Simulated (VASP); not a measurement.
A run of VASP 6.6.1:

File INCAR:

```
PREC = Accurate
ENCUT = 520
EDIFF = 1E-6
ISMEAR = 0
SIGMA = 0.05
LREAL = False
LASPH = True
NELM = 100
ALGO = Normal
ISIF = 2
LWAVE = False
LCHARG = False
GGA = PE
NBANDS = 44
```

KPOINTS

```
regular mesh
0
Gamma
  4 4 4
```

File POSCAR:

```
CO2
1.0
    5.6700000099      0.0000000000      0.0000000000
    0.0000000000      5.6700000099      0.0000000000
    0.0000000000      0.0000000000      5.8083480102
C O
4 8
Direct
    0.0000000000      0.0000000000      0.0000000000
    0.5000000000      0.0000000000      0.5000000000
    0.5000000000      0.5000000000      0.0000000000
    0.0000000000      0.5000000000      0.5000000000
    0.1114834447      0.1114834447      0.1114834447
    0.3885165553      0.8885165553      0.6114834447
    0.6114834447      0.3885165553      0.8885165553
    0.8885165553      0.6114834447      0.3885165553
    0.8885165553      0.8885165553      0.8885165553
    0.6114834447      0.1114834447      0.3885165553
    0.3885165553      0.6114834447      0.1114834447
    0.1114834447      0.3885165553      0.6114834447
```

Potentials or basis: VASP PAW PBE potentials, release 64 (C, O).

Launch:

```bash
$ cat potpaw_PBE.64/C/POTCAR potpaw_PBE.64/O/POTCAR > POTCAR
$ mpirun -np 1 vasp_std > vasp.out
```

Hardware: 1 thread of AMD EPYC 9R45 96-Core Processor (Zen 5), on a shared host.

Question: How long does it take, and how much memory?

Answer: Run time: 98 s on 1 thread of AMD EPYC 9R45 96-Core Processor (Zen 5), on a shared host, peak memory 0.33 GiB. Counts: scf iterations 13, k points 27.
